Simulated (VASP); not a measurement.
# AlNi: single point with PBE

Crystal: AlNi.

```
Al Ni
1.0
     0.00000   -2.89272    0.00000
     0.00000    0.00000   -2.89272
     8.67817   -0.48212   -0.48212
Al Ni
3 3
Cartesian
  6.5086 -2.8927 0.0000
  0.7232 -2.8927 0.0000
  3.6159 -2.8927 0.0000
  7.9550 -1.4464 -1.4464
  2.1695 -1.4464 -1.4464
  5.0623 -1.4464 -1.4464
```

```json
{"Program": "VASP 6.6.1", "Task": "single point", "Functional": "PBE", "Potentials or basis": "VASP PAW PBE potentials, release 64 (Al, Ni)", "Cutoff": "520 eV", "k mesh": "15 × 15 × 5", "Occupations": "gaussian, width 0.15 eV", "Spin": "no spin polarisation", "Dipole correction": "no", "Further INCAR settings": "ALGO = Fast; EDIFF = 1e-07; NBANDS = 28"}
```

```
Pressure               : 5.6 GPa
Largest force          : 4.408 eV/Å
Band gap on the k mesh : zero (an odd number of electrons rules out a gap without spin polarisation)
```

Forces on the atoms (eV/Å):
```
Al   0.084 -0.145 -0.145
Al   2.825  2.390  2.390
Al  -0.032  0.031  0.031
Ni  -2.952 -2.315 -2.315
Ni   0.098  0.069  0.069
Ni  -0.023 -0.030 -0.030
```

Stress tensor (GPa, compression positive):
```
9.61 9.17 9.17
9.17 3.63 4.62
9.17 4.62 3.63
```

Levels at points of the mesh, in eV from the Fermi level:
```
           k point  band 17  band 18  band 19  band 20  band 21  band 22
(0.00, 0.00, 0.00)    -1.46    -1.43    -0.30    -0.13     5.33     5.63
```

It took 5.5 min on 1 thread of Intel(R) Xeon(R) 6975P-C (Granite Rapids) (shared host), peak memory 0.57 GiB.

Caveat: the cell stands under pressure; forces of over 1 eV/Å act on the atoms, so gaps and moduli don't describe the material at rest. Spin polarisation is off, so any magnetic state and its effect on volume and gap are missing.
